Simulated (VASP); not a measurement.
A run of VASP 6.6.1 is set up as follows.

The input INCAR:

```
PREC = Accurate
ENCUT = 520
EDIFF = 1E-6
ISMEAR = 0
SIGMA = 0.02
LREAL = F
LASPH = T
NELM = 60
ALGO = Normal
ISIF = 2
LWAVE = F
LCHARG = F
NBANDS = 26
```

File KPOINTS:

```
Automatic mesh
0
Gamma
  6 6 6
```

The input POSCAR:

```
Rb2PdC2
1.0
    5.2771980188      0.0000000000      0.0000000000
   -2.6385990094      4.5701875450      0.0000000000
    0.0000000000      0.0000000000      5.2062511383
Rb Pd C
2 1 2
Direct
    0.3333333333      0.6666666667      0.2783149312
    0.6666666667      0.3333333333      0.7216850688
    0.0000000000      0.0000000000      0.0000000000
    0.0000000000      0.0000000000      0.3786597653
    0.0000000000      0.0000000000      0.6213402347
```

Potentials or basis: VASP PAW LDA potentials, release 64 (Rb_sv, Pd, C).

Run with:

```sh
$ cat potpaw_LDA.64/Rb_sv/POTCAR potpaw_LDA.64/Pd/POTCAR potpaw_LDA.64/C/POTCAR > POTCAR
$ mpirun -np 1 vasp_std > vasp.out
```

(1) Predict the largest force.

(2) Predict the pressure.

(3) Estimate the band gap on the k mesh.

Results:

(1) 0.057 eV/Å.

(2) -0.7 GPa.

(3) 1.49 eV.
